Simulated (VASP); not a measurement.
Wanted: the native input for a VASP 6.6.1 run.

| Quantity | Value |
| --- | --- |
| Task | single point |
| Functional | PBE |
| Potentials or basis | VASP PAW PBE potentials, release 64 (Be, Se) |
| Cutoff | 520 eV |
| k mesh | 12 × 12 × 6 |
| Occupations | gaussian, width 0.1 eV |
| Spin | no spin polarisation |
| Dipole correction | no |
| Further INCAR settings | ALGO = Normal; EDIFF = 1e-06; NBANDS = 21 |

The structure of BeSe4 lies in POSCAR:

```
BeSe4
1.0
    3.5888716711      0.0000000000      0.0000000000
   -1.7944358356      3.1080540381      0.0000000000
    0.0000000000      0.0000000000      8.6348971099
Be Se
1 4
Direct
    0.0000000000      0.0000000000      0.0000000000
    0.3333333333      0.6666666667      0.8532149499
    0.3333333333      0.6666666667      0.3967792909
    0.6666666667      0.3333333333      0.1467850501
    0.6666666667      0.3333333333      0.6032207091
```

One way to write it, as run:

INCAR

```
SYSTEM = BeSe4
PREC     = Accurate       ! precision mode
ENCUT    = 520            ! plane-wave cutoff, eV
EDIFF    = 1E-6           ! SCF threshold, eV
ISMEAR   = 0              ! smearing method
SIGMA    = 0.1            ! smearing width, eV
LREAL    = .False.        ! projectors in reciprocal space
LASPH    = .True.         ! aspherical terms in the spheres
NELM     = 100            ! most SCF steps
ALGO     = Normal         ! electronic algorithm
ISIF     = 2              ! what is computed and relaxed
LWAVE    = .False.        ! write WAVECAR
LCHARG   = .True.         ! write CHGCAR
GGA      = PE             ! functional
LELF     = .True.         ! ELF
LVHAR    = .True.       
NBANDS   = 21             ! bands
```

KPOINTS

```
Automatic mesh
0
Gamma
  12 12 6
  0 0 0
```

Potentials or basis: VASP PAW PBE potentials, release 64 (Be, Se).

Run with:

```console
$ cat potpaw_PBE.64/Be/POTCAR potpaw_PBE.64/Se/POTCAR > POTCAR
$ mpirun -np 1 vasp_std > vasp.out
```

It gave:

The pressure is 0.0 GPa. The largest force is 0.005 eV/Å and the band gap on the k mesh is zero (band 13 reaches 5.44 eV, above the bottom of band 14 at 4.20 eV).

Wall time 95 s on 1 thread of AMD EPYC 9R45 96-Core Processor (Zen 5) (shared host), peak memory 0.29 GiB.
